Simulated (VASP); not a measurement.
# Li2BrF: single point with PBE

Li2BrF:

```xyz
4
Lattice="1.7638 1.0183 5.5581 -1.7638 1.0183 5.5581 0.0000 -2.0367 5.5581" Properties=species:S:1:pos:R:3 pbc="T T T"
F     1.7638    1.0183    5.5581
Br    0.0000    0.0000    8.3372
Li    0.0000    0.0000    4.4524
Li    0.0000    0.0000   12.2220
```

* Program: VASP 6.6.1
* Task: single point
* Functional: PBE
* Potentials or basis: VASP PAW PBE potentials, release 64 (F, Br, Li_sv)
* Cutoff: 520 eV
* k mesh: 4 × 4 × 4
* Occupations: gaussian, width 0.01 eV
* Spin: no spin polarisation

The largest force is 0.060 eV/Å and the band gap on the k mesh is 3.39 eV.

Forces in eV/Å, atoms in the order of the input:
```
F    0.000  0.000  0.000
Br   0.000  0.000  0.000
Li   0.000  0.000 -0.060
Li   0.000  0.000  0.060
```

Levels at points of the mesh, in eV from the valence-band top:
```tsv
k point	band 6	band 7	band 8	band 9	band 10	band 11	band 12	band 13	band 14	band 15
(0.00, 0.00, 0.00)	-3.31	-3.31	-1.81	0.00	0.00	3.39	6.42	9.30	9.30	11.72
(0.50, 0.00, 0.00)	-3.73	-3.54	-3.43	-2.18	-0.93	6.67	6.80	7.43	7.54	9.47
(0.50, 0.50, 0.00)	-4.24	-3.58	-2.86	-1.62	-0.86	5.15	6.60	7.93	8.45	9.62
(0.50, 0.50, 0.50)	-3.31	-3.31	-2.97	-0.02	-0.02	4.79	6.47	8.78	10.05	10.05
```

It took 61 s on 1 thread of AMD EPYC 7R43 64-Core Processor (Zen 3), on a shared host, peak memory 0.28 GiB.

Caveat: the k points lie up to 0.52 Å⁻¹ apart.
